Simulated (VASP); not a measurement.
# Cr (I4/mmm) in VASP: a series of runs

Cr is run at these levels: PBEsol; tasks: single point.

Program: VASP 6.6.1. These are calculated values, not measurements. Logs are shortened: lines on timing, memory, paths and dates and some standing lists are left out, and cuts for length are marked.

## (1) The cell of the first run

Symmetry: I4/mmm, No. 139, tetragonal system. The conventional cell has a = 3.028 Å, b = 3.028 Å, c = 2.956 Å, α = 90.00°, β = 90.00°, γ = 90.00°. Cr (site symmetry 4/mmm) has 14 Cr at 2.60 to 3.03 Å within 3.4 Å.

## (2) Single point, PBEsol (strain +0.050 along x and y, +0.025 along z)

INCAR

```
  ALGO = Fast
  EDIFF = 1E-6
  ENCUT = 520
  GGA = PS
  ISIF = 2
  ISMEAR = 0
  LASPH = True
  LCHARG = False
  LREAL = False
  LWAVE = False
  NBANDS = 12
  NELM = 60
  PREC = Accurate
  SIGMA = 0.15
```

KPOINTS

```
k-points
0
Gamma
  24 24 24
```

POSCAR

```
Cr
1.0
   -1.5140475000      1.5140475000      1.4779987500
    1.5140475000     -1.5140475000      1.4779987500
    1.5140475000      1.5140475000     -1.4779987500
Cr
1
Direct
    0.0000000000      0.0000000000      0.0000000000
```

Potentials or basis: VASP PAW PBE potentials, release 64 (Cr_pv).

The run is started by

```sh
$ cat potpaw_PBE.64/Cr_pv/POTCAR > POTCAR
$ mpirun -np 1 vasp_std > vasp.out
```

OUTCAR:

```text
EDIFF = 1E-6
   ENCUT = 520
   GGA = PS
   ISIF = 2
   ISMEAR = 0
   LASPH = True
   LREAL = False
   NELM = 60
   PREC = Accurate

 ion  position               nearest neighbor table
   1  0.000  0.000  0.000-

  LATTYP: Found a body centered tetragonal cell.
 ALAT       =     3.0280950000
 C/A-ratio  =     0.9761904762

  Lattice vectors:

 A1 = (  -1.5140475000,   1.5140475000,   1.4779987500)
 A2 = (   1.5140475000,  -1.5140475000,   1.4779987500)
 A3 = (   1.5140475000,   1.5140475000,  -1.4779987500)

Analysis of symmetry for initial positions (statically):
=====================================================================
 Subroutine PRICEL returns:
 Original cell was already a primitive cell.

 Routine SETGRP: Setting up the symmetry group for a
 body centered tetragonal supercell.

 Subroutine GETGRP returns: Found 16 space group operations
 (whereof 16 operations were pure point group operations)
 out of a pool of 16 trial point group operations.

The static configuration has the point symmetry D_4h.

Analysis of symmetry for dynamics (positions and initial velocities):
=====================================================================
 Subroutine PRICEL returns:
 Original cell was already a primitive cell.

 Routine SETGRP: Setting up the symmetry group for a
 body centered tetragonal supercell.

 Subroutine GETGRP returns: Found 16 space group operations
 (whereof 16 operations were pure point group operations)
 out of a pool of 16 trial point group operations.

The dynamic configuration has the point symmetry D_4h.

 Subroutine INISYM returns: Found 16 space group operations
 (whereof 16 operations are pure point group operations),
 and found     1 'primitive' translations

----------------------------------------------------------------------------------------

                                     Primitive cell

  volume of cell :      13.5523

  direct lattice vectors                    reciprocal lattice vectors
    -1.514047500  1.514047500  1.477998750     0.000000000  0.330240630  0.338295279
     1.514047500 -1.514047500  1.477998750     0.330240630  0.000000000  0.338295279
     1.514047500  1.514047500 -1.477998750     0.330240630  0.330240630  0.000000000

  length of vectors
     2.601760936  2.601760936  2.601760936     0.472760584  0.472760584  0.467030778

  position of ions in fractional coordinates (direct lattice)
     0.000000000  0.000000000  0.000000000

  ion indices of the primitive-cell ions
   primitive index   ion index
                 1           1

----------------------------------------------------------------------------------------

 KPOINTS: k-points

Automatic generation of k-mesh.
 Grid dimensions read from file:
 generate k-points for:   24   24   24

 Generating k-lattice:

  Cartesian coordinates                     Fractional coordinates (reciprocal lattice)
     0.000000000  0.013760026  0.014095637     0.041666667 -0.000000000  0.000000000
     0.013760026  0.000000000  0.014095637    -0.000000000  0.041666667  0.000000000
     0.013760026  0.013760026  0.000000000     0.000000000  0.000000000  0.041666667

  Length of vectors
     0.019698358  0.019698358  0.019459616

  Shift w.r.t. Gamma in fractional coordinates (k-lattice)
     0.000000000  0.000000000  0.000000000

 Subroutine IBZKPT returns following result:
 ===========================================

 Found   1063 irreducible k-points:

 Following reciprocal coordinates:
            Coordinates               Weight
  0.000000  0.000000  0.000000      1.000000
  0.041667  0.000000  0.000000      8.000000
  0.083333  0.000000  0.000000      8.000000
  0.125000  0.000000  0.000000      8.000000
  0.166667  0.000000  0.000000      8.000000
  0.208333  0.000000 -0.000000      8.000000
[... 16 lines left out ...]
  0.416667  0.041667  0.000000     16.000000
  0.458333  0.041667 -0.000000     16.000000
 [... further k-points ...]
   k-points           NKPTS =   1063   k-points in BZ     NKDIM =   1063   number of bands    NBANDS=     12
   number of dos      NEDOS =    301   number of ions     NIONS =      1
   total plane-waves  NPLWV =   8000
   dimension x,y,z NGX =    20 NGY =   20 NGZ =   20
   dimension x,y,z NGXF=    40 NGYF=   40 NGZF=   40
   ions per type =               1
   NGX,Y,Z   is equivalent  to a cutoff of  12.78, 12.78, 12.78 a.u.
   NGXF,Y,Z  is equivalent  to a cutoff of  25.56, 25.56, 25.56 a.u.
 SYSTEM =  unknown system
   PREC   = accura    normal or accurate (medium, high low for compatibility)
   ISTART =      0    job   : 0-new  1-cont  2-samecut
   ICHARG =      2    charge: 1-file 2-atom 10-const
   ISPIN  =      1    spin polarized calculation?
   LNONCOLLINEAR =      F non collinear calculations
   LSORBIT =      F    spin-orbit coupling
   LASPH  =      T    aspherical Exc in radial PAW
   ENCUT  =  520.0 eV  38.22 Ry    6.18 a.u.   4.84  4.84  4.84*2*pi/ulx,y,z
   NELM   =     60;   NELMIN=  2; NELMDL= -5     # of ELM steps
   EDIFF  = 0.1E-05   stopping-criterion for ELM
   LREAL  =      F    real-space projection
   EDIFFG = 0.1E-04   stopping-criterion for IOM
   NSW    =      0    number of steps for IOM
   IBRION =     -1    ionic relax: 0-MD 1-quasi-New 2-CG
   NFREE  =      0    steps in history (QN), initial steepest desc. (CG)
   ISIF   =      2    stress and relaxation
   ISYM   =      2    0-nonsym 1-usesym 2-fastsym
   POTIM  = 0.5000    time-step for ionic-motion
   TEBEG  =    0.0;   TEEND  =   0.0 temperature during run
   PSTRESS=    0.0 pullay stress
   NELECT =      12.0000    total number of electrons
   NUPDOWN=      -1.0000    fix difference up-down
   EMIN   =  10.00;   EMAX   =-10.00  energy-range for DOS
   EFERMI =   0.00;   METHOD = LEGACY
   ISMEAR =     0;   SIGMA  =   0.15  broadening in eV -4-tet -1-fermi 0-gaus
   EFERMI_NEDOS =   21; number of points for ismear=-14 and -15
   IALGO  =     68    algorithm
   IMIX   =      4    mixing-type and parameters
     AMIX     =   0.40;   BMIX     =  1.00
     AMIX_MAG =   1.60;   BMIX_MAG =  1.00
  volume/ion in A,a.u.               =      13.55        91.46
  Fermi-wavevector in a.u.,A,eV,Ry     =   1.572042  2.970729 33.624309  2.471317
  Thomas-Fermi vector in A             =   2.673536
   LORBIT       =      0    0 simple, 1 ext, 2 COOP (PROOUT), +10 PAW based schemes
   GGA     = PS    functional components
   LHFCALC =     F    Hartree Fock is set to
   AEXX    =    0.0000 exact exchange contribution
   IVDW    =     0    specifies the selected vdW correction
   LEPSILON=     F    determine dielectric tensor
   LRPA    =     F    only Hartree local field effects (RPA)
 non-spin polarized calculation
 RMM-DIIS sequential band-by-band and
 Gauss-broadening in eV      SIGMA  =   0.15
  energy-cutoff  :      520.00
  volume of cell :       13.55
 maximum number of plane-waves:       378
   NGX =  9   NGY =  9   NGZ =  9

 number of electron      11.9999993 magnetization

 Free energy of the ion-electron system (eV)
  ---------------------------------------------------
  ext. energy  EPLUGINS =         0.00000000
  ---------------------------------------------------
  free energy    TOTEN  =        -9.91436670 eV

  energy without entropy =       -9.90564509  energy(sigma->0) =       -9.91000590

 E-fermi :   8.7009     XC(G=0): -12.9211

 val. band max:        8.6992847280   @ k =  -0.1250  -0.2083   0.1250
 cond. band min:       8.7040653813   @ k =  -0.2083  -0.3333   0.2083
 fundamental gap:      0.0047806533
 Fermi energy:         8.7009257669

 k-point     1 :       0.0000    0.0000    0.0000
  band No.  band energies     occupation
      1     -34.0722      2.00000
      2     -34.0722      2.00000
      3     -34.0601      2.00000
      4       1.4358      2.00000
      5       7.8678      2.00000
      6       8.0318      2.00000
      7       8.0318      2.00000
      8       9.5223      0.00000
      9       9.6859      0.00000
     10      15.7182      0.00000
     11      29.5821      0.00000
     12      29.5829      0.00000

 k-point     2 :       0.0417    0.0000    0.0000
  band No.  band energies     occupation
      1     -34.0787      2.00000
      2     -34.0753      2.00000
      3     -34.0634      2.00000
      4       1.5031      2.00000
      5       7.8718      2.00000
      6       8.0276      2.00000
      7       8.0456      2.00000
      8       9.5185      0.00000
      9       9.6667      0.00000
     10      15.7181      0.00000
     11      29.4487      0.00000
     12      29.6082      0.00000

 k-point     3 :       0.0833    0.0000    0.0000
  band No.  band energies     occupation
      1     -34.1051      2.00000
      2     -34.0846      2.00000
      3     -34.0657      2.00000
      4       1.7026      2.00000
      5       7.8350      2.00000
      6       8.0107      2.00000
      7       8.1366      2.00000
      8       9.4981      0.00000
      9       9.6278      0.00000
     10      15.7181      0.00000
     11      28.9074      0.00000
     12      29.6719      0.00000
[... 286 lines left out ...]
 k-point    23 :       0.4167    0.0417    0.0000
  band No.  band energies     occupation
      1     -34.5945      2.00000
      2     -34.2503      2.00000
      3     -34.0759      2.00000
      4       5.0051      2.00000
      5       6.7267      2.00000
      6       8.9250      0.03464
      7       9.6417      0.00000
      8       9.9842      0.00000
      9      10.9613      0.00000
     10      15.7135      0.00000
     11      17.6182      0.00000
     12      24.5620      0.00000

 k-point    24 :       0.4583    0.0417   -0.0000
  band No.  band energies     occupation
      1     -34.6119      2.00000
      2     -34.2566      2.00000
      3     -34.0759      2.00000
      4       5.0257      2.00000
      5       6.6888      2.00000
      6       9.2224      0.00000
      7       9.6424      0.00000
      8      10.0575      0.00000
      9      11.1246      0.00000
     10      15.7108      0.00000
     11      17.0187      0.00000
     12      24.3975      0.00000

 [... further k-points ...]
[... 5 lines left out ...]
  --------------------------------------------------------------------------------------
  -------------------------------------------------------------------------------------
  Total       -3.2308236     -3.2308236     -2.7457564      0.0000000     -0.0000000      0.0000000
  in kB     -381.9537377   -381.9537377   -324.6082355      0.0000000     -0.0000000      0.0000000
  external PRESSURE =    -362.8385703 kB  Pullay stress =       0.0000000 kB

 VOLUME and BASIS-vectors are now :
 -----------------------------------------------------------------------------
  energy-cutoff  :      520.00
  volume of cell :       13.55
      direct lattice vectors                 reciprocal lattice vectors
    -1.514047500  1.514047500  1.477998750     0.000000000  0.330240630  0.338295279
     1.514047500 -1.514047500  1.477998750     0.330240630  0.000000000  0.338295279
     1.514047500  1.514047500 -1.477998750     0.330240630  0.330240630  0.000000000

 POSITION                                       TOTAL-FORCE (eV/Angst)
 -----------------------------------------------------------------------------------
      0.00000      0.00000      0.00000        -0.000000      0.000000      0.000000
 -----------------------------------------------------------------------------------
    total drift:                                0.000000     -0.000000      0.000000

  FREE ENERGIE OF THE ION-ELECTRON SYSTEM (eV)
  ---------------------------------------------------
  free  energy   TOTEN  =        -9.9143666978 eV

  energy  without entropy=       -9.9056450939  energy(sigma->0) =       -9.91000590
```

It took 89 s on 1 thread of Intel Xeon Platinum 8488C (Sapphire Rapids), shared host; peak memory 0.24 GiB.

Results:

```yaml
Free_energy: -9.9144 eV
Pressure: -36.3 GPa
Band_gap_on_the_k_mesh: zero (band 6 reaches 10.66 eV, above the bottom of band 7 at 8.02 eV)
```

Caveat: the cell differs from its parent crystal (strain +0.050 along x and y, +0.025 along z); the PAW data sets were made with another functional, which shifts forces and pressure a little; the run has no spin polarisation, though such a crystal can be magnetic. Spin polarisation is off, so any magnetic state and its effect on volume and gap are missing.

## (3) Single point, PBEsol (strain -0.050 along x and y, -0.025 along z)

INCAR

```
SYSTEM = Cr
PREC     = Accurate       ! precision mode
ENCUT    = 520            ! plane-wave cutoff, eV
EDIFF    = 1E-6           ! SCF threshold, eV
ISMEAR   = 0              ! smearing method
SIGMA    = 0.15           ! smearing width, eV
LREAL    = .False.        ! projectors in reciprocal space
LASPH    = .True.         ! aspherical terms in the spheres
NELM     = 100            ! most SCF steps
ALGO     = Normal         ! electronic algorithm
ISIF     = 2              ! what is computed and relaxed
LWAVE    = .False.        ! write WAVECAR
LCHARG   = .False.        ! write CHGCAR
GGA      = PS             ! functional
NBANDS   = 12             ! bands
```

KPOINTS

```
regular mesh
0
Gamma
  24 24 24
  0 0 0
```

POSCAR

```
Cr
1.0
   -1.3698525000      1.3698525000      1.4059012500
    1.3698525000     -1.3698525000      1.4059012500
    1.3698525000      1.3698525000     -1.4059012500
Cr
1
Direct
    0.0000000000      0.0000000000      0.0000000000
```

Potentials or basis: VASP PAW PBE potentials, release 64 (Cr_pv).

The run is started by

```sh
$ cat potpaw_PBE.64/Cr_pv/POTCAR > POTCAR
$ mpirun -np 1 vasp_std > vasp.out
```

Run time: 60 s. Hardware: 1 thread of Intel Xeon Platinum 8488C (Sapphire Rapids), shared host; peak memory 0.21 GiB.

It converged, with:

| Property | Result |
| --- | --- |
| Free energy | -10.2118 eV |
| Pressure | 16.8 GPa |
| Band gap on the k mesh | zero (band 6 reaches 14.93 eV, above the bottom of band 7 at 11.28 eV) |

Stress tensor (GPa, compression positive):
```
20.51  0.00  0.00
 0.00 20.51  0.00
 0.00  0.00  9.44
```

Levels at points of the mesh, in eV from the Fermi level:
| k point | band 3 | band 4 | band 5 | band 6 | band 7 | band 8 | band 9 | band 10 |
| --- | --- | --- | --- | --- | --- | --- | --- | --- |
| (0.00, 0.00, 0.00) | -42.47 | -8.22 | -1.14 | -1.14 | -0.90 | 1.09 | 1.34 | 7.12 |
| (0.50, 0.00, 0.00) | -42.48 | -4.94 | -2.73 | 1.12 | 1.26 | 1.62 | 3.21 | 7.12 |
| (0.50, 0.50, 0.00) | -42.50 | -4.99 | -3.01 | 1.42 | 1.52 | 1.71 | 3.25 | 7.12 |
| (0.50, 0.50, 0.50) | -43.28 | -5.02 | -4.92 | 2.73 | 2.79 | 2.79 | 7.12 | 10.75 |

Caveat: the cell differs from its parent crystal (strain -0.050 along x and y, -0.025 along z); the PAW data sets were made with another functional, which shifts forces and pressure a little; the run has no spin polarisation, though such a crystal can be magnetic. Spin polarisation is off, so any magnetic state and its effect on volume and gap are missing.

## (4) Single point, PBEsol (strain -0.050 along x and y, +0.000 along z)

INCAR

```
SYSTEM = Cr
PREC = Accurate ; ENCUT = 520
EDIFF = 1E-6 ; ISMEAR = 0
SIGMA = 0.15 ; LREAL = .FALSE.
LASPH = .TRUE. ; NELM = 60
ALGO = Normal ; ISIF = 2
LWAVE = .FALSE. ; LCHARG = .TRUE.
GGA = PS ; LELF = .TRUE.
LVHAR = .TRUE. ; NBANDS = 12
```

KPOINTS

```
Automatic mesh
0
G
  24 24 24
  0 0 0
```

POSCAR

```
Cr
1.0
   -1.3698525000      1.3698525000      1.4419500000
    1.3698525000     -1.3698525000      1.4419500000
    1.3698525000      1.3698525000     -1.4419500000
Cr
1
Direct
    0.0000000000      0.0000000000      0.0000000000
```

Potentials or basis: VASP PAW PBE potentials, release 64 (Cr_pv).

The run is started by

```sh
$ cat potpaw_PBE.64/Cr_pv/POTCAR > POTCAR
$ mpirun -np 1 vasp_std > vasp.out
```

OUTCAR:

```text
SYSTEM = Cr
   PREC = Accurate
   ENCUT = 520
   EDIFF = 1E-6
   ISMEAR = 0
   LREAL = .FALSE.
   LASPH = .TRUE.
   NELM = 60
   ISIF = 2
   GGA = PS

 ion  position               nearest neighbor table
   1  0.000  0.000  0.000-

  LATTYP: Found a body centered tetragonal cell.
 ALAT       =     2.7397050000
 C/A-ratio  =     1.0526315789

  Lattice vectors:

 A1 = (  -1.3698525000,   1.3698525000,   1.4419500000)
 A2 = (   1.3698525000,  -1.3698525000,   1.4419500000)
 A3 = (   1.3698525000,   1.3698525000,  -1.4419500000)
[... 531 lines left out ...]
      4       7.0664      2.00000
      5       9.2896      2.00000
      6      12.4847      0.00000
      7      12.7527      0.00000
      8      13.5920      0.00000
      9      15.0540      0.00000
     10      18.9122      0.00000
     11      22.4320      0.00000
     12      29.5465      0.00000

 [... further k-points ...]
[... 5 lines left out ...]
  --------------------------------------------------------------------------------------
  -------------------------------------------------------------------------------------
  Total        1.0387812      1.0387812     -0.3076439      0.0000000     -0.0000000     -0.0000000
  in kB      153.7718521    153.7718521    -45.5408498      0.0000000     -0.0000000     -0.0000000
  external PRESSURE =      87.3342848 kB  Pullay stress =       0.0000000 kB

 VOLUME and BASIS-vectors are now :
 -----------------------------------------------------------------------------
  energy-cutoff  :      520.00
  volume of cell :       10.82
      direct lattice vectors                 reciprocal lattice vectors
    -1.369852500  1.369852500  1.441950000     0.000000000  0.365002801  0.346752661
     1.369852500 -1.369852500  1.441950000     0.365002801  0.000000000  0.346752661
     1.369852500  1.369852500 -1.441950000     0.365002801  0.365002801  0.000000000

 POSITION                                       TOTAL-FORCE (eV/Angst)
 -----------------------------------------------------------------------------------
      0.00000      0.00000      0.00000        -0.000000      0.000000      0.000000
 -----------------------------------------------------------------------------------
    total drift:                                0.000000      0.000000      0.000000

  FREE ENERGIE OF THE ION-ELECTRON SYSTEM (eV)
  ---------------------------------------------------
  free  energy   TOTEN  =       -10.2156916641 eV

  energy  without entropy=      -10.2083026612  energy(sigma->0) =      -10.21199716
```

Run time: 76 s. Hardware: 1 thread of Intel Xeon Platinum 8488C (Sapphire Rapids), shared host; peak memory 0.23 GiB.

What came out:

```yaml
Free_energy: -10.2157 eV
Pressure: 8.7 GPa
Band_gap_on_the_k_mesh: zero (band 6 reaches 14.41 eV, above the bottom of band 7 at 11.04 eV)
```

Caveat: the cell differs from its parent crystal (strain -0.050 along x and y, +0.000 along z); the PAW data sets were made with another functional, which shifts forces and pressure a little; the run has no spin polarisation, though such a crystal can be magnetic. Spin polarisation is off, so any magnetic state and its effect on volume and gap are missing.

## (5) Overview

| cell | gap on the mesh (eV) | pressure (GPa) |
| --- | --- | --- |
| a = 2.602 Å, angles 108.8, 108.8, 110.8°, 1 atom | none | -36.3 |
| a = 2.394 Å, angles 110.2, 110.2, 108.1°, 1 atom | none | 16.8 |
| a = 2.415 Å, angles 110.9, 110.9, 106.7°, 1 atom | none | 8.7 |

Alike in all rows: task single point; level PBEsol; potentials or basis VASP PAW PBE potentials, release 64 (Cr_pv); no spin polarisation; k mesh 24 × 24 × 24; cutoff (eV) 520; smearing gaussian 0.15 eV.

Caveats: the PAW data sets were made with another functional, which shifts forces and pressure a little; the run has no spin polarisation, though such a crystal can be magnetic.

Absolute energies hang on the potentials; compare differences alone.
